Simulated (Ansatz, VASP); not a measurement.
## HfO2 in VASP and in Ansatz

```
Hf O
1.0
     0.00000    2.60506    2.50518
     2.60506    0.00000    2.50518
     2.60506    2.60506    0.00000
Hf O
1 2
Direct
  0.00000 0.00000 0.00000
  0.25000 0.25000 0.25000
  0.75000 0.75000 0.75000
```

Change from the starting cell: epitaxial_xy strain +3.0%.

Alike in both runs: task single point; functional r2SCAN; k mesh 8 × 8 × 8; non-collinear spin, spin-orbit coupling.

|  | VASP | Ansatz |
| --- | --- | --- |
| version | VASP 6.6.1 | Ansatz 0.2.0 |
| potentials or method | VASP PAW PBE potentials, release 64 (Hf_pv, O) | plane waves, PAW |
| plane-wave cutoff (eV) | 520 | 500 |
| occupations | gaussian, width 0.01 eV | fixed |
| valence electrons in the cell | 22 | 38 |

|  | VASP | Ansatz | Ansatz less VASP |
| --- | --- | --- | --- |
| pressure (GPa) | -15.3 | -12.2 | +3.08 |
| traceless stress, the component that is largest in VASP (GPa) | 12.15 | 11.99 | -0.154 |
| net moment per atom (μB) | 0.00 | 0.00 | 0.000 |

VASP's potentials were made for PBE, not for r2SCAN. VASP's potentials hold 22 valence electrons a cell and Ansatz's 38, so a difference there can come from the potentials and not from the codes.
